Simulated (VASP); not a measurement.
# Ge (Cmcm) in VASP: further runs

Runs on Ge. Level: PBE. Tasks: single point.

Program: VASP 6.6.1. These are calculated values, not measurements. Logs are shortened: lines on timing, memory, paths and dates and some standing lists are left out, and cuts for length are marked.

## Step 1: The cell of the first run

Symmetry: Cmcm, No. 63, orthorhombic system. Conventional cell: a = 2.976 Å, b = 5.189 Å, c = 4.728 Å, α = 90.00°, β = 90.00°, γ = 90.00°. Ge (site symmetry m2m) has 12 Ge at 2.92 to 2.99 Å within 3.9 Å.

This isn't the form of Ge at room conditions, which is diamond.

## Step 2: Single point, PBE

File INCAR:

```
SYSTEM = Ge
PREC = Accurate
ENCUT = 520
EDIFF = 1E-7
ISMEAR = 0
SIGMA = 0.015
LREAL = .FALSE.
LASPH = .TRUE.
NELM = 60
ALGO = Normal
ISIF = 2
LWAVE = .FALSE.
LCHARG = .FALSE.
GGA = PE
NBANDS = 21
```

File KPOINTS:

```
Automatic mesh
0
G
  10 10 6
  0 0 0
```

File POSCAR:

```
Ge
1.0
    1.4880529250     -2.5946896100      0.0000000000
    1.4880529250      2.5946896100      0.0000000000
    0.0000000000      0.0000000000      4.7275957900
Ge
2
Direct
    0.3334466300      0.6665533700      0.2500000000
    0.6665533700      0.3334466300      0.7500000000
```

Potentials or basis: VASP PAW PBE potentials, release 64 (Ge_d).

On the command line:

```console
cat potpaw_PBE.64/Ge_d/POTCAR > POTCAR
mpirun -np 1 vasp_std > vasp.out
```

OUTCAR:

```text
SYSTEM = Ge
   PREC = Accurate
   ENCUT = 520
   EDIFF = 1E-7
   ISMEAR = 0
   LREAL = .FALSE.
   LASPH = .TRUE.
   NELM = 60
   ISIF = 2
   GGA = PE

 ion  position               nearest neighbor table
   1  0.333  0.667  0.250-
   2  0.667  0.333  0.750-

  LATTYP: Found a base centered orthorhombic cell.
 ALAT       =     2.9761058500
 B/A-ratio  =     1.7436809984
 C/A-ratio  =     1.5885173540

  Lattice vectors:

 A1 = (   1.4880529250,  -2.5946896100,   0.0000000000)
 A2 = (   1.4880529250,   2.5946896100,   0.0000000000)
 A3 = (   0.0000000000,   0.0000000000,   4.7275957900)

Analysis of symmetry for initial positions (statically):
=====================================================================
 Subroutine PRICEL returns:
 Original cell was already a primitive cell.

 Routine SETGRP: Setting up the symmetry group for a
 base centered orthorhombic supercell.

 Subroutine GETGRP returns: Found  8 space group operations
 (whereof  4 operations were pure point group operations)
 out of a pool of  8 trial point group operations.

The static configuration has the point symmetry C_2h.
 The point group associated with its full space group is D_2h.

Analysis of symmetry for dynamics (positions and initial velocities):
=====================================================================
 Subroutine PRICEL returns:
 Original cell was already a primitive cell.

 Routine SETGRP: Setting up the symmetry group for a
 base centered orthorhombic supercell.

 Subroutine GETGRP returns: Found  8 space group operations
 (whereof  4 operations were pure point group operations)
 out of a pool of  8 trial point group operations.

The dynamic configuration has the point symmetry C_2h.
 The point group associated with its full space group is D_2h.

 Subroutine INISYM returns: Found  8 space group operations
 (whereof  4 operations are pure point group operations),
 and found     1 'primitive' translations

----------------------------------------------------------------------------------------

                                     Primitive cell

  volume of cell :      36.5068

  direct lattice vectors                    reciprocal lattice vectors
     1.488052925 -2.594689610  0.000000000     0.336009554 -0.192701277  0.000000000
     1.488052925  2.594689610  0.000000000     0.336009554  0.192701277  0.000000000
     0.000000000  0.000000000  4.727595790     0.000000000  0.000000000  0.211524006

  length of vectors
     2.991106096  2.991106096  4.727595790     0.387345069  0.387345069  0.211524006

  position of ions in fractional coordinates (direct lattice)
     0.333446630  0.666553370  0.250000000
     0.666553370  0.333446630  0.750000000

  ion indices of the primitive-cell ions
   primitive index   ion index
                 1           1
                 2           2

----------------------------------------------------------------------------------------

 KPOINTS: Automatic mesh

Automatic generation of k-mesh.
 Grid dimensions read from file:
 generate k-points for:   10   10    6

 Generating k-lattice:

  Cartesian coordinates                     Fractional coordinates (reciprocal lattice)
     0.033600955 -0.019270128  0.000000000     0.100000000 -0.000000000  0.000000000
     0.033600955  0.019270128  0.000000000    -0.000000000  0.100000000  0.000000000
     0.000000000  0.000000000  0.035254001     0.000000000  0.000000000  0.166666667

  Length of vectors
     0.038734507  0.038734507  0.035254001

  Shift w.r.t. Gamma in fractional coordinates (k-lattice)
     0.000000000  0.000000000  0.000000000

 Subroutine IBZKPT returns following result:
 ===========================================

 Found    124 irreducible k-points:

 Following reciprocal coordinates:
            Coordinates               Weight
  0.000000  0.000000  0.000000      1.000000
  0.100000  0.000000  0.000000      4.000000
  0.200000  0.000000  0.000000      4.000000
  0.300000 -0.000000  0.000000      4.000000
  0.400000 -0.000000  0.000000      4.000000
  0.500000 -0.000000  0.000000      2.000000
[... 16 lines left out ...]
  0.300000  0.300000  0.000000      2.000000
  0.400000  0.300000  0.000000      4.000000
 [... further k-points ...]
   k-points           NKPTS =    124   k-points in BZ     NKDIM =    124   number of bands    NBANDS=     21
   number of dos      NEDOS =    301   number of ions     NIONS =      2
   total plane-waves  NPLWV =  20736
   dimension x,y,z NGX =    24 NGY =   24 NGZ =   36
   dimension x,y,z NGXF=    48 NGYF=   48 NGZF=   72
   ions per type =               2
   NGX,Y,Z   is equivalent  to a cutoff of  13.34, 13.34, 12.66 a.u.
   NGXF,Y,Z  is equivalent  to a cutoff of  26.68, 26.68, 25.32 a.u.
 SYSTEM =  Ge
   PREC   = accura    normal or accurate (medium, high low for compatibility)
   ISTART =      0    job   : 0-new  1-cont  2-samecut
   ICHARG =      2    charge: 1-file 2-atom 10-const
   ISPIN  =      1    spin polarized calculation?
   LNONCOLLINEAR =      F non collinear calculations
   LSORBIT =      F    spin-orbit coupling
   LASPH  =      T    aspherical Exc in radial PAW
   ENCUT  =  520.0 eV  38.22 Ry    6.18 a.u.   5.56  5.56  8.79*2*pi/ulx,y,z
   NELM   =     60;   NELMIN=  2; NELMDL= -5     # of ELM steps
   EDIFF  = 0.1E-06   stopping-criterion for ELM
   LREAL  =      F    real-space projection
   EDIFFG = 0.1E-05   stopping-criterion for IOM
   NSW    =      0    number of steps for IOM
   IBRION =     -1    ionic relax: 0-MD 1-quasi-New 2-CG
   NFREE  =      0    steps in history (QN), initial steepest desc. (CG)
   ISIF   =      2    stress and relaxation
   ISYM   =      2    0-nonsym 1-usesym 2-fastsym
   POTIM  = 0.5000    time-step for ionic-motion
   TEBEG  =    0.0;   TEEND  =   0.0 temperature during run
   PSTRESS=    0.0 pullay stress
   NELECT =      28.0000    total number of electrons
   NUPDOWN=      -1.0000    fix difference up-down
   EMIN   =  10.00;   EMAX   =-10.00  energy-range for DOS
   EFERMI =   0.00;   METHOD = LEGACY
   ISMEAR =     0;   SIGMA  =   0.01  broadening in eV -4-tet -1-fermi 0-gaus
   EFERMI_NEDOS =   21; number of points for ismear=-14 and -15
   IALGO  =     38    algorithm
   IMIX   =      4    mixing-type and parameters
     AMIX     =   0.40;   BMIX     =  1.00
     AMIX_MAG =   1.60;   BMIX_MAG =  1.00
  volume/ion in A,a.u.               =      18.25       123.18
  Fermi-wavevector in a.u.,A,eV,Ry     =   1.498544  2.831837 30.553703  2.245634
  Thomas-Fermi vector in A             =   2.610289
   LORBIT       =      0    0 simple, 1 ext, 2 COOP (PROOUT), +10 PAW based schemes
   GGA     = PE    functional components
   LHFCALC =     F    Hartree Fock is set to
   AEXX    =    0.0000 exact exchange contribution
   IVDW    =     0    specifies the selected vdW correction
   LEPSILON=     F    determine dielectric tensor
   LRPA    =     F    only Hartree local field effects (RPA)
 non-spin polarized calculation
 Gauss-broadening in eV      SIGMA  =   0.01
  energy-cutoff  :      520.00
  volume of cell :       36.51
 maximum number of plane-waves:      1014
 NGX is ok and might be reduce to    24
   NGX = 11   NGY = 11   NGZ = 17

 number of electron      28.0000012 magnetization

 Free energy of the ion-electron system (eV)
  ---------------------------------------------------
  ext. energy  EPLUGINS =         0.00000000
  ---------------------------------------------------
  free energy    TOTEN  =        -8.36035328 eV

  energy without entropy =       -8.36018787  energy(sigma->0) =       -8.36027058

 E-fermi :   7.0481     XC(G=0): -11.4668

 val. band max:        7.0321116070   @ k =   0.5000   0.3000   0.1667
 cond. band min:       7.0615643031   @ k =   0.3000   0.2000   0.5000
 fundamental gap:      0.0294526961
 Fermi energy:         7.0480807345

 k-point     1 :       0.0000    0.0000    0.0000
  band No.  band energies     occupation
      1     -17.5982      2.00000
      2     -17.5877      2.00000
      3     -17.5858      2.00000
      4     -17.5840      2.00000
      5     -17.5784      2.00000
      6     -17.5753      2.00000
[... 13 lines left out ...]
     20      19.9842      0.00000
     21      21.2431      0.00000

 k-point     2 :       0.1000    0.0000    0.0000
  band No.  band energies     occupation
      1     -17.6003      2.00000
      2     -17.5914      2.00000
      3     -17.5783      2.00000
      4     -17.5745      2.00000
      5     -17.5718      2.00000
      6     -17.5693      2.00000
[... 13 lines left out ...]
     20      20.1452      0.00000
     21      21.3520      0.00000

 k-point     3 :       0.2000    0.0000    0.0000
  band No.  band energies     occupation
      1     -17.6154      2.00000
      2     -17.5855      2.00000
      3     -17.5801      2.00000
      4     -17.5778      2.00000
      5     -17.5687      2.00000
      6     -17.5559      2.00000
[... 13 lines left out ...]
     20      20.0136      0.00000
     21      21.2083      0.00000

 k-point     4 :       0.3000   -0.0000    0.0000
  band No.  band energies     occupation
      1     -17.6322      2.00000
      2     -17.5954      2.00000
      3     -17.5876      2.00000
      4     -17.5855      2.00000
      5     -17.5559      2.00000
      6     -17.5285      2.00000
[... 13 lines left out ...]
     20      19.0575      0.00000
     21      20.5229      0.00000

 k-point     5 :       0.4000   -0.0000    0.0000
  band No.  band energies     occupation
      1     -17.6449      2.00000
      2     -17.6092      2.00000
      3     -17.5950      2.00000
      4     -17.5886      2.00000
      5     -17.5433      2.00000
      6     -17.5361      2.00000
[... 13 lines left out ...]
     20      18.5029      0.00000
     21      20.0379      0.00000
[... 382 lines left out ...]
     20      17.9250      0.00000
     21      20.7830      0.00000

 k-point    22 :      -0.2000    0.2000    0.0000
  band No.  band energies     occupation
      1     -17.6180      2.00000
      2     -17.5859      2.00000
      3     -17.5800      2.00000
      4     -17.5770      2.00000
      5     -17.5708      2.00000
      6     -17.5544      2.00000
[... 13 lines left out ...]
     20      20.0220      0.00000
     21      21.3279      0.00000

 k-point    23 :       0.3000    0.3000    0.0000
  band No.  band energies     occupation
      1     -17.6324      2.00000
      2     -17.5826      2.00000
      3     -17.5795      2.00000
      4     -17.5715      2.00000
      5     -17.5544      2.00000
      6     -17.5412      2.00000
[... 13 lines left out ...]
     20      22.6231      0.00000
     21      23.1827      0.00000

 k-point    24 :       0.4000    0.3000    0.0000
  band No.  band energies     occupation
      1     -17.6321      2.00000
      2     -17.5824      2.00000
      3     -17.5787      2.00000
      4     -17.5704      2.00000
      5     -17.5551      2.00000
      6     -17.5426      2.00000
[... 13 lines left out ...]
     20      22.7550      0.00000
     21      23.3495      0.00000

 [... further k-points ...]

------------------------ aborting loop because EDIFF is reached ----------------------------------------

  FORCE on cell =-STRESS in cart. coord.  units (eV):
  Direction    XX          YY          ZZ          XY          YZ          ZX
  --------------------------------------------------------------------------------------
  -------------------------------------------------------------------------------------
  Total        0.7237879      1.0107150      1.2484667      0.0000000      0.0000000      0.0000000
  in kB       31.7649190     44.3573088     54.7915271      0.0000000      0.0000000      0.0000000
  external PRESSURE =      43.6379183 kB  Pullay stress =       0.0000000 kB

 VOLUME and BASIS-vectors are now :
 -----------------------------------------------------------------------------
  energy-cutoff  :      520.00
  volume of cell :       36.51
      direct lattice vectors                 reciprocal lattice vectors
     1.488052925 -2.594689610  0.000000000     0.336009554 -0.192701277  0.000000000
     1.488052925  2.594689610  0.000000000     0.336009554  0.192701277  0.000000000
     0.000000000  0.000000000  4.727595790     0.000000000  0.000000000  0.211524006

 POSITION                                       TOTAL-FORCE (eV/Angst)
 -----------------------------------------------------------------------------------
      1.48805      0.86431      1.18190         0.000000      0.015678      0.000000
      1.48805     -0.86431      3.54570         0.000000     -0.015678      0.000000
 -----------------------------------------------------------------------------------
    total drift:                                0.000000     -0.000000      0.000000

  FREE ENERGIE OF THE ION-ELECTRON SYSTEM (eV)
  ---------------------------------------------------
  free  energy   TOTEN  =        -8.3603532840 eV

  energy  without entropy=       -8.3601878694  energy(sigma->0) =       -8.36027058
```

Wall time 2.2 min (1 thread of AMD EPYC 7R13, shared host); peak memory 0.17 GiB.

Results:

- Free energy: -8.3604 eV
- Pressure: 4.4 GPa
- Largest force: 0.016 eV/Å
- Band gap on the k mesh: zero (bands 14 and 15 overlap by 8.97 eV)

Forces in eV/Å, atoms in the order of the input:
```
Ge   0.000  0.016  0.000
Ge   0.000 -0.016  0.000
```

Caveat: the cell stands under pressure.

## Step 3: Single point, PBE

File INCAR:

```
SYSTEM = Ge
PREC = Accurate ; ENCUT = 520
EDIFF = 1E-6 ; ISMEAR = 0
SIGMA = 0.016 ; LREAL = .FALSE.
LASPH = .TRUE. ; NELM = 60
ALGO = Normal ; ISIF = 2
LWAVE = .FALSE. ; LCHARG = .FALSE.
GGA = PE ; NBANDS = 21
```

KPOINTS is that of step 2.

POSCAR is that of step 2.

Potentials or basis: VASP PAW PBE potentials, release 64 (Ge_d).

On the command line:

```console
cat potpaw_PBE.64/Ge_d/POTCAR > POTCAR
mpirun -np 1 vasp_std > vasp.out
```

OUTCAR:

```text
SYSTEM = Ge
   PREC = Accurate
   ENCUT = 520
   EDIFF = 1E-6
   ISMEAR = 0
   LREAL = .FALSE.
   LASPH = .TRUE.
   NELM = 60
   ISIF = 2
   GGA = PE

 ion  position               nearest neighbor table
   1  0.333  0.667  0.250-
   2  0.667  0.333  0.750-

  LATTYP: Found a base centered orthorhombic cell.
 ALAT       =     2.9761058500
 B/A-ratio  =     1.7436809984
 C/A-ratio  =     1.5885173540

  Lattice vectors:

 A1 = (   1.4880529250,  -2.5946896100,   0.0000000000)
[... 764 lines left out ...]

------------------------ aborting loop because EDIFF is reached ----------------------------------------

  FORCE on cell =-STRESS in cart. coord.  units (eV):
  Direction    XX          YY          ZZ          XY          YZ          ZX
  --------------------------------------------------------------------------------------
  -------------------------------------------------------------------------------------
  Total        0.7218453      1.0075720      1.2474598      0.0000000      0.0000000      0.0000000
  in kB       31.6796663     44.2193677     54.7473382      0.0000000      0.0000000      0.0000000
  external PRESSURE =      43.5487907 kB  Pullay stress =       0.0000000 kB

 VOLUME and BASIS-vectors are now :
 -----------------------------------------------------------------------------
  energy-cutoff  :      520.00
  volume of cell :       36.51
      direct lattice vectors                 reciprocal lattice vectors
     1.488052925 -2.594689610  0.000000000     0.336009554 -0.192701277  0.000000000
     1.488052925  2.594689610  0.000000000     0.336009554  0.192701277  0.000000000
     0.000000000  0.000000000  4.727595790     0.000000000  0.000000000  0.211524006

 POSITION                                       TOTAL-FORCE (eV/Angst)
 -----------------------------------------------------------------------------------
      1.48805      0.86431      1.18190         0.000000      0.015157     -0.000000
      1.48805     -0.86431      3.54570         0.000000     -0.015157      0.000000
 -----------------------------------------------------------------------------------
    total drift:                                0.000000     -0.000000      0.000000

  FREE ENERGIE OF THE ION-ELECTRON SYSTEM (eV)
  ---------------------------------------------------
  free  energy   TOTEN  =        -8.3603652169 eV

  energy  without entropy=       -8.3601612993  energy(sigma->0) =       -8.36026326
```

OSZICAR:

```text
N       E                     dE             d eps       ncg     rms          rms(c)
DAV:   1     0.172182073991E+03    0.17218E+03   -0.14250E+04  6040   0.385E+03
DAV:   2     0.145502294610E+02   -0.15763E+03   -0.15265E+03  5278   0.576E+02
DAV:   3    -0.777062508702E+01   -0.22321E+02   -0.22077E+02  5864   0.130E+02
DAV:   4    -0.838138304371E+01   -0.61076E+00   -0.61037E+00  5869   0.248E+01
DAV:   5    -0.839020089533E+01   -0.88179E-02   -0.88176E-02  5946   0.323E+00    0.166E+00
DAV:   6    -0.836993418935E+01    0.20267E-01   -0.17647E-02  7110   0.210E+00    0.914E-01
DAV:   7    -0.836066362030E+01    0.92706E-02   -0.11418E-02  7120   0.137E+00    0.777E-02
DAV:   8    -0.836035326912E+01    0.31035E-03   -0.10056E-03  6068   0.570E-01    0.277E-02
DAV:   9    -0.836036335834E+01   -0.10089E-04   -0.23882E-05  5961   0.551E-02    0.788E-03
DAV:  10    -0.836036551303E+01   -0.21547E-05   -0.88111E-07  4104   0.829E-03    0.423E-04
DAV:  11    -0.836036521689E+01    0.29613E-06   -0.16887E-07  3399   0.570E-03
   1 F= -.83603652E+01 E0= -.83602633E+01  d E =-.203918E-03
```

Wall time 2.1 min (1 thread of AMD EPYC 7R13, shared host); peak memory 0.17 GiB.

Results:

```
Free energy            : -8.3604 eV
Pressure               : 4.4 GPa
Largest force          : 0.015 eV/Å
Band gap on the k mesh : zero (bands 14 and 15 overlap by 8.97 eV)
```

Forces in eV/Å, atoms in the order of the input:
```
Ge   0.000  0.015  0.000
Ge   0.000 -0.015  0.000
```

Stress tensor (GPa, compression positive):
```
3.17 0.00 0.00
0.00 4.42 0.00
0.00 0.00 5.47
```

Caveat: the cell stands under pressure.

The gap in the log of VASP goes by the Fermi energy; the results here count the filled bands.